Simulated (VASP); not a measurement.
The system is Al2Cu.

```xyz
3
Lattice="-2.0029 2.0029 2.8126 2.0029 -2.0029 2.8126 2.0029 2.0029 -2.8126" Properties=species:S:1:pos:R:3 pbc="T T T"
Cu    0.0000    0.0000    2.8126
Al    2.0029    0.0000    1.4063
Al    0.0000    2.0029    1.4063
```

Base run:

- Program: VASP 6.6.1
- Functional: r2SCAN
- Potentials or basis: VASP PAW PBE potentials, release 64 (Cu, Al)
- Cutoff: 520 eV
- k mesh: 9 × 9 × 9
- Occupations: fermi-dirac, width 0.05 eV
- Spin: no spin polarisation

Its results: pressure 4.9 GPa.

Q: The run is repeated on the same cell with these changes: functional from r2SCAN to PBE. What comes out?

A: Pressure 7.9 GPa.

Caveats: the PAW data sets were made with another functional, which shifts forces and pressure a little (some runs).
